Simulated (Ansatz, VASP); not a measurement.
Au in VASP and in Ansatz

```
Au
1.0
     0.00000    2.03500    2.03500
     2.03500    0.00000    2.03500
     2.03500    2.03500    0.00000
Au
1
Direct
  0.00000 0.00000 0.00000
```

Alike in both runs: task single point; functional r2SCAN; dispersion rVV10; k mesh 11 × 11 × 11; occupations fermi-dirac, width 0.05 eV; no spin polarisation.

|  | VASP | Ansatz |
| --- | --- | --- |
| version | VASP 6.6.1 | Ansatz 0.2.0 |
| potentials or method | VASP PAW PBE potentials, release 64 (Au_sv_GW) | Ansatz PAW |
| plane-wave cutoff (eV) | 550 | 500 |
| valence electrons in the cell | 19 | 19 |

|  | VASP | Ansatz | Ansatz less VASP |
| --- | --- | --- | --- |
| gap on the k mesh at the Fermi level (eV) | none | none | - |
| pressure (GPa) | 3.9 | 3.9 | +0.02 |

VASP's potentials were made for PBE, not for r2SCAN. A gap of «none» marks a metal or a gap that the smearing closes.

Spin-orbit coupling is off throughout.
